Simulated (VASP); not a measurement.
# MgCdSe (P-6m2) in VASP: notebook

MgCdSe is run at these levels: PBE; tasks: single point.

Program: VASP 6.6.1. These are calculated values, not measurements. Logs are shortened: lines on timing, memory, paths and dates and some standing lists are left out, and cuts for length are marked.

## (1) The cell of the first run

The structure is hexagonal, space group P-6m2 (No. 187). The conventional cell has a = 4.228 Å, b = 4.228 Å, c = 4.224 Å, α = 90.00°, β = 90.00°, γ = 120.00°. Within 4.2 Å of Mg (site symmetry -6m2) lie 6 Cd at 3.23 Å and 6 Se at 3.23 Å. Cd (site symmetry -6m2) has 3 Se at 2.44 Å within 3.2 Å. Within 3.2 Å of Se (site symmetry -6m2) lie 3 Cd at 2.44 Å.

## (2) Single point, PBE

INCAR

```
PREC = Accurate ; ENCUT = 520
EDIFF = 1E-6 ; ISMEAR = 0
SIGMA = 0.1 ; LREAL = F
LASPH = T ; NELM = 60
ALGO = Normal ; ISIF = 2
LWAVE = F ; LCHARG = T
GGA = PE ; LELF = T
LVHAR = T ; NBANDS = 17
```

KPOINTS

```
Automatic mesh
0
Gamma
  6 6 4
```

POSCAR

```
MgCdSe
1.0
    4.2284516700      0.0000000000      0.0000000000
   -2.1142258400      3.6619465700      0.0000000000
    0.0000000000      0.0000000000      4.2240114300
Mg Cd Se
1 1 1
Direct
    0.6666666700      0.3333333300      0.5000000000
    0.3333333300      0.6666666700      0.0000000000
    0.0000000000      0.0000000000      0.0000000000
```

Potentials or basis: VASP PAW PBE potentials, release 64 (Mg, Cd, Se).

Started as:

```console
> cat potpaw_PBE.64/Mg/POTCAR potpaw_PBE.64/Cd/POTCAR potpaw_PBE.64/Se/POTCAR > POTCAR
> mpirun -np 1 vasp_std > vasp.out
```

OUTCAR:

```text
PREC = Accurate
   ENCUT = 520
   EDIFF = 1E-6
   ISMEAR = 0
   LREAL = F
   LASPH = T
   NELM = 60
   ISIF = 2
   GGA = PE

 ion  position               nearest neighbor table
   1  0.667  0.333  0.500-   2 3.23   2 3.23   2 3.23   2 3.23   2 3.23   2 3.23
   2  0.333  0.667  0.000-   3 2.44   3 2.44   3 2.44   1 3.23   1 3.23   1 3.23   1 3.23   1 3.23
                             1 3.23
   3  0.000  0.000  0.000-   2 2.44   2 2.44   2 2.44

  LATTYP: Found a hexagonal cell.
 ALAT       =     4.2284516700
 C/A-ratio  =     0.9989499135

  Lattice vectors:

 A1 = (   4.2284516700,   0.0000000000,   0.0000000000)
 A2 = (  -2.1142258400,   3.6619465700,   0.0000000000)
 A3 = (   0.0000000000,   0.0000000000,   4.2240114300)

Analysis of symmetry for initial positions (statically):
=====================================================================
 Subroutine PRICEL returns:
 Original cell was already a primitive cell.

 Routine SETGRP: Setting up the symmetry group for a
 hexagonal supercell.

 Subroutine GETGRP returns: Found 12 space group operations
 (whereof 12 operations were pure point group operations)
 out of a pool of 24 trial point group operations.

The static configuration has the point symmetry D_3h.

Analysis of symmetry for dynamics (positions and initial velocities):
=====================================================================
 Subroutine PRICEL returns:
 Original cell was already a primitive cell.

 Routine SETGRP: Setting up the symmetry group for a
 hexagonal supercell.

 Subroutine GETGRP returns: Found 12 space group operations
 (whereof 12 operations were pure point group operations)
 out of a pool of 24 trial point group operations.

The dynamic configuration has the point symmetry D_3h.

 Subroutine INISYM returns: Found 12 space group operations
 (whereof 12 operations are pure point group operations),
 and found     1 'primitive' translations

----------------------------------------------------------------------------------------

                                     Primitive cell

  volume of cell :      65.4061

  direct lattice vectors                    reciprocal lattice vectors
     4.228451670  0.000000000  0.000000000     0.236493184  0.136539404  0.000000000
    -2.114225840  3.661946570  0.000000000     0.000000000  0.273078807  0.000000000
     0.000000000  0.000000000  4.224011430     0.000000000  0.000000000  0.236741784

  length of vectors
     4.228451670  4.228451677  4.224011430     0.273078807  0.273078807  0.236741784

[... 79 lines left out ...]
   LREAL  =      F    real-space projection
   EDIFFG = 0.1E-04   stopping-criterion for IOM
   NSW    =      0    number of steps for IOM
   IBRION =     -1    ionic relax: 0-MD 1-quasi-New 2-CG
   NFREE  =      0    steps in history (QN), initial steepest desc. (CG)
   ISIF   =      2    stress and relaxation
   ISYM   =      2    0-nonsym 1-usesym 2-fastsym
   POTIM  = 0.5000    time-step for ionic-motion
   TEBEG  =    0.0;   TEEND  =   0.0 temperature during run
   PSTRESS=    0.0 pullay stress
   NELECT =      20.0000    total number of electrons
   NUPDOWN=      -1.0000    fix difference up-down
   EMIN   =  10.00;   EMAX   =-10.00  energy-range for DOS
   EFERMI =   0.00;   METHOD = LEGACY
   ISMEAR =     0;   SIGMA  =   0.10  broadening in eV -4-tet -1-fermi 0-gaus
   EFERMI_NEDOS =   21; number of points for ismear=-14 and -15
   IALGO  =     38    algorithm
   IMIX   =      4    mixing-type and parameters
     AMIX     =   0.40;   BMIX     =  1.00
     AMIX_MAG =   1.60;   BMIX_MAG =  1.00
  volume/ion in A,a.u.               =      21.80       147.13
  Fermi-wavevector in a.u.,A,eV,Ry     =   1.102923  2.084223 16.550671  1.216440
  Thomas-Fermi vector in A             =   2.239374
   LORBIT       =      0    0 simple, 1 ext, 2 COOP (PROOUT), +10 PAW based schemes
   GGA     = PE    functional components
   LHFCALC =     F    Hartree Fock is set to
   AEXX    =    0.0000 exact exchange contribution
   IVDW    =     0    specifies the selected vdW correction
   LEPSILON=     F    determine dielectric tensor
   LRPA    =     F    only Hartree local field effects (RPA)
 non-spin polarized calculation
 Gauss-broadening in eV      SIGMA  =   0.10
  energy-cutoff  :      520.00
  volume of cell :       65.41
 maximum number of plane-waves:      1792
 NGX is ok and might be reduce to    32
   NGX = 15   NGY = 15   NGZ = 15

 number of electron      20.0000009 magnetization

 Free energy of the ion-electron system (eV)
  ---------------------------------------------------
  ext. energy  EPLUGINS =         0.00000000
  ---------------------------------------------------
  free energy    TOTEN  =        -5.13076333 eV

  energy without entropy =       -5.12531404  energy(sigma->0) =       -5.12803869

 E-fermi :   4.2353     XC(G=0):  -9.7799

 val. band max:        4.1475676342   @ k =   0.3333   0.1667   0.0000
 cond. band min:       4.2754701881   @ k =   0.1667  -0.0000   0.5000
 fundamental gap:      0.1279025539
 Fermi energy:         4.2353340429

 k-point     1 :       0.0000    0.0000    0.0000
  band No.  band energies     occupation
      1     -11.0545      2.00000
      2      -6.2810      2.00000
      3      -6.2810      2.00000
      4      -5.4351      2.00000
      5      -5.4351      2.00000
      6      -5.3145      2.00000
[... 397 lines left out ...]
      4      -5.6762      2.00000
      5      -5.5699      2.00000
      6      -5.0300      2.00000
[... 9 lines left out ...]
     16      12.8573      0.00000
     17      14.7261      0.00000

------------------------ aborting loop because EDIFF is reached ----------------------------------------

  FORCE on cell =-STRESS in cart. coord.  units (eV):
  Direction    XX          YY          ZZ          XY          YZ          ZX
  --------------------------------------------------------------------------------------
  -------------------------------------------------------------------------------------
  Total        8.4615271      8.4615271      1.2576851     -0.0000000     -0.0000000      0.0000000
  in kB      207.2721115    207.2721121     30.8080388     -0.0000003     -0.0000000      0.0000000
  external PRESSURE =     148.4507541 kB  Pullay stress =       0.0000000 kB

 VOLUME and BASIS-vectors are now :
 -----------------------------------------------------------------------------
  energy-cutoff  :      520.00
  volume of cell :       65.41
      direct lattice vectors                 reciprocal lattice vectors
     4.228451670  0.000000000  0.000000000     0.236493184  0.136539404  0.000000000
    -2.114225840  3.661946570  0.000000000     0.000000000  0.273078807  0.000000000
     0.000000000  0.000000000  4.224011430     0.000000000  0.000000000  0.236741784

 POSITION                                       TOTAL-FORCE (eV/Angst)
 -----------------------------------------------------------------------------------
      2.11423      1.22065      2.11201         0.000000     -0.000000      0.000000
     -0.00000      2.44130      0.00000        -0.000000      0.000000      0.000000
      0.00000      0.00000      0.00000         0.000000      0.000000      0.000000
 -----------------------------------------------------------------------------------
    total drift:                                0.000006     -0.000004     -0.000000

  FREE ENERGIE OF THE ION-ELECTRON SYSTEM (eV)
  ---------------------------------------------------
  free  energy   TOTEN  =        -5.1307633256 eV

  energy  without entropy=       -5.1253140447  energy(sigma->0) =       -5.12803869
```

It took 14 s on 1 thread of Intel Xeon 6975P-C, shared host; peak memory 0.19 GiB.

What came out:

* Free energy: -5.1308 eV
* Pressure: 14.8 GPa
* Band gap on the k mesh: zero (band 10 reaches 5.98 eV, above the bottom of band 11 at 3.56 eV)

Caveat: the k points lie up to 0.37 Å⁻¹ apart.

## (3) Single point, PBE

This run uses another cell than the first one, of 23.72 Å³/atom, 1.088 times its volume.

INCAR

```
SYSTEM = MgCdSe
ALGO = Normal
EDIFF = 1E-6
ENCUT = 520
GGA = PE
ISIF = 2
ISMEAR = 0
LASPH = .TRUE.
LCHARG = .TRUE.
LELF = .TRUE.
LREAL = .FALSE.
LVHAR = .TRUE.
LWAVE = .FALSE.
NBANDS = 17
NELM = 100
PREC = Accurate
SIGMA = 0.1
```

KPOINTS

```
k-points
0
G
  6 6 4
  0 0 0
```

POSCAR

```
MgCdSe
1.0
    4.7748226465      0.0000000033      0.0000000000
   -2.3874113261      4.1351177088      0.0000000000
    0.0000000000      0.0000000000      3.6044031983
Mg Cd Se
1 1 1
Direct
    0.6666666667      0.3333333333      0.5000000000
    0.3333333333      0.6666666667      0.0000000000
    0.0000000000      0.0000000000      0.0000000000
```

Potentials or basis: VASP PAW PBE potentials, release 64 (Mg, Cd, Se).

Started as:

```console
> cat potpaw_PBE.64/Mg/POTCAR potpaw_PBE.64/Cd/POTCAR potpaw_PBE.64/Se/POTCAR > POTCAR
> mpirun -np 1 vasp_std > vasp.out
```

It took 20 s on 1 thread of Intel Xeon 6975P-C, shared host; peak memory 0.2 GiB.

Results (log left out):

* Free energy: -6.0732 eV
* Pressure: 0.3 GPa
* Band gap on the k mesh: zero (band 10 reaches 4.16 eV, above the bottom of band 11 at 3.02 eV)

Stress tensor (GPa, compression positive):
```
 0.46  0.00  0.00
 0.00  0.46  0.00
 0.00  0.00 -0.08
```

Levels at points of the mesh, in eV from the Fermi level:
```csv
k point,band 6,band 7,band 8,band 9,band 10,band 11,band 12,band 13,band 14,band 15
"(0.00, 0.00, 0.00)",-8.94,-4.16,-2.98,-2.98,-1.18,0.99,0.99,2.19,4.57,6.73
"(0.50, 0.00, 0.00)",-8.94,-6.73,-4.15,-2.29,-0.74,1.97,4.14,4.37,5.47,6.82
"(0.00, 0.00, 0.50)",-8.67,-5.34,-2.32,-2.32,-1.67,0.83,3.16,3.16,4.11,4.11
"(0.50, 0.00, 0.50)",-8.88,-5.07,-4.06,-3.29,-1.60,0.07,1.59,3.00,3.81,7.05
```

Caveat: the k points lie up to 0.44 Å⁻¹ apart.
